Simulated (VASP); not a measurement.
A run of VASP 6.6.1 is set up as follows.

File INCAR:

```
  PREC = Accurate
  ENCUT = 520
  EDIFF = 1E-7
  ISMEAR = -1
  SIGMA = 0.08
  LREAL = False
  LASPH = True
  NELM = 100
  ALGO = Normal
  ISIF = 2
  LWAVE = False
  LCHARG = False
  LDIPOL = True
  IDIPOL = 3
  DIPOL = 0.5 0.5 0.500
  GGA = PE
  IBRION = 2
  NSW = 60
  EDIFFG = -0.01
```

Contents of KPOINTS:

```
Automatic mesh
0
Gamma
  14 14 1
```

Contents of POSCAR:

```
Ru
1.0
    2.7207384563      0.0000000000      0.0000000000
   -1.3603692282      2.3562286202      0.0000000000
    0.0000000000      0.0000000000     20.2961000000
Ru
3
Direct
    0.0000000000      0.0000000000      0.3941654117
    0.3333333340      0.6666666660      0.5000000000
    0.0000000000      0.0000000000      0.6058345883
```

Potentials or basis: VASP PAW PBE potentials, release 64 (Ru_pv).

Launch:

```sh
$ cat potpaw_PBE.64/Ru_pv/POTCAR > POTCAR
$ mpirun -np 1 vasp_std > vasp.out
```

Task: What does it give for the band gap on the k mesh?

Result: Zero (band 21 reaches 1.91 eV, above the bottom of band 22 at -0.17 eV).

Task: Estimate the energy gained by relaxing.

Result: 24.1 meV/atom.

Forces on the atoms (eV/Å):
```
Ru   0.000  0.000  0.004
Ru   0.000  0.000  0.000
Ru   0.000  0.000 -0.004
```
